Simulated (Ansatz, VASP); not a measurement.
**Two plane-wave programs on Cu2O**

File POSCAR:

```
Cu2O
1.0
    4.2458092684      0.0000000000      0.0000000000
    0.0000000000      4.2458092684      0.0000000000
    0.0000000000      0.0000000000      4.2458092684
Cu O
4 2
Direct
    0.2500000000      0.2500000000      0.2500000000
    0.2500000000      0.7500000000      0.7500000000
    0.7500000000      0.7500000000      0.2500000000
    0.7500000000      0.2500000000      0.7500000000
    0.0000000000      0.0000000000      0.0000000000
    0.5000000000      0.5000000000      0.5000000000
```

INCAR.step1

```
ALGO = Normal ; EDIFF = 1E-5
ENCUT = 660 ; GGA = PE
GGA_COMPAT = False ; ISMEAR = 0
LASPH = True ; LCHARG = False
LREAL = False ; LWAVE = True
NBANDS = 37 ; NELM = 120
PREC = Accurate ; SIGMA = 0.02
```

Contents of INCAR.step2:

```
ALGO = Normal ; EDIFF = 1E-6
ENCUT = 660 ; GGA_COMPAT = False
ISIF = 2 ; ISMEAR = 0
ISTART = 1 ; LASPH = True
LCHARG = False ; LMIXTAU = True
LREAL = False ; LWAVE = False
METAGGA = R2SCAN ; NBANDS = 37
NELM = 120 ; PREC = Accurate
SIGMA = 0.02
```

KPOINTS

```
k-points
0
Gamma
  6 6 6
```

Input for Ansatz:

```yaml
crystal:
  lattice:
    - [4.2458092684, 0.0, 0.0]
    - [0.0, 4.2458092684, 0.0]
    - [0.0, 0.0, 4.2458092684]
  atoms:
    - { symbol: Cu, position: [0.25, 0.25, 0.25] }
    - { symbol: Cu, position: [0.25, 0.75, 0.75] }
    - { symbol: Cu, position: [0.75, 0.75, 0.25] }
    - { symbol: Cu, position: [0.75, 0.25, 0.75] }
    - { symbol: O, position: [0.0, 0.0, 0.0] }
    - { symbol: O, position: [0.5, 0.5, 0.5] }
basis:
  ecutwfc: 500
kpoints:
  mp_grid: { grid: [6, 6, 6] }
  band_path:
    path:
      - [[0.0, 0.0, 0.0], [0.0, 0.5, 0.0], [0.5, 0.5, 0.0], [0.0, 0.0, 0.0], [0.5, 0.5, 0.5], [0.0, 0.5, 0.0]]
      - [[0.5, 0.5, 0.5], [0.5, 0.5, 0.0]]
    npoints: 14
hamiltonian:
  xc: r2scan
scf:
  occupations: { method: gaussian, width: 0.02 }
  n_extra_bands: 15
output:
  forces: true
  stress: true
  eigenvalues: true
  populations: true
  dos: { projected: true, de: 0.02, nscf_kmesh: { grid: [9, 9, 9] } }
  bader: true
  write_density: true
  write_potential: true
  elf: true
  volumetric_format: npy
```

Alike in both runs: task single point; functional r2SCAN; k mesh 6 × 6 × 6; occupations gaussian, width 0.02 eV; no spin polarisation.

|  | VASP | Ansatz |
| --- | --- | --- |
| version | VASP 6.6.1 | Ansatz 0.2.0 |
| potentials or method | VASP PAW PBE potentials, release 64 (Cu, O), cutoff 660 eV | scalar-relativistic, plane waves, PAW |
| valence electrons in the cell | 56 | 88 |

VASP gave:

```
gap on the k mesh at the Fermi level (eV) : 0.79
least direct gap on the mesh (eV)         : 0.79
pressure (GPa)                            : 0.8
```

Task: Estimate Ansatz's values.

Result: gap on the k mesh at the Fermi level (eV): 0.79; least direct gap on the mesh (eV): 0.79; pressure (GPa): 0.0.

VASP's potentials were made for PBE, not for r2SCAN. The functional is the same, so the differences come from potentials, cutoffs and numerics. VASP's potentials hold 56 valence electrons a cell and Ansatz's 88, so a difference there can come from the potentials and not from the codes.
